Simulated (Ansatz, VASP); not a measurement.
## One calculation of Si3N4, two programs

```
Si N
1.0
     0.00000    3.85528    3.85528
     3.85528    0.00000    3.85528
     3.85528    3.85528    0.00000
Si N
6 8
Direct
  0.12500 0.12500 0.62500
  0.12500 0.62500 0.12500
  0.62500 0.12500 0.12500
  0.12500 0.12500 0.12500
  0.75000 0.75000 0.75000
  0.50000 0.50000 0.50000
  0.36771 0.36771 0.36771
  0.35313 0.88229 0.88229
  0.88229 0.88229 0.35313
  0.88229 0.35313 0.88229
  0.36771 0.36771 0.89687
  0.36771 0.89687 0.36771
  0.88229 0.88229 0.88229
  0.89687 0.36771 0.36771
```

Alike in both runs: functional PBE; k mesh 6 × 6 × 6; occupations gaussian, width 0.02 eV; no spin polarisation.

Ansatz relaxed the structure, and its values are those at the end. VASP's run is a single point on that final structure, the one shown.

|  | VASP | Ansatz |
| --- | --- | --- |
| version | VASP 6.6.1 | Ansatz 0.2.0 |
| potentials or method | VASP PAW PBE potentials, release 64 (Si, N), cutoff 520 eV | scalar-relativistic, plane waves, PAW |
| valence electrons in the cell | 64 | 64 |

```tsv
	VASP	Ansatz	Ansatz less VASP
gap on the k mesh at the Fermi level (eV)	3.45	3.46	+0.012
least direct gap on the mesh (eV)	3.48	3.49	+0.012
pressure (GPa)	9.3	9.5	+0.21
rms of the force components (eV/Å)	0.004	0.000	-0.0035
```

Ansatz's warnings: stress scf threshold loose.
